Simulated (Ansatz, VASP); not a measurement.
**Gd: VASP beside Ansatz**

```
Gd
1.0
    -2.02500    2.02500    2.02500
     2.02500   -2.02500    2.02500
     2.02500    2.02500   -2.02500
Gd
1
Cartesian
  0.0000 0.0000 0.0000
```

Alike in both runs: task single point; functional PBEsol; k mesh 8 × 8 × 8; occupations fermi-dirac, width 0.05 eV; collinear spin; fixed moment 14 μB.

```csv
,VASP,Ansatz
version,VASP 6.6.1,Ansatz 0.2.0
potentials or method,"VASP PAW PBE potentials, release 64 (Gd)",Ansatz PAW
plane-wave cutoff (eV),520,420
valence electrons in the cell,18,18
```

```tsv
	VASP	Ansatz	Ansatz less VASP
pressure (GPa)	7.9	7.9	0.00
net moment per atom (μB)	14.00	14.00	0.000
size of the moment on the site where the two differ most (μB)	11.14	12.50	+1.359
```

VASP's potentials were made for PBE, not for PBEsol. Site moments also hang on the region over which each program counts them.

Spin-orbit coupling is off throughout.
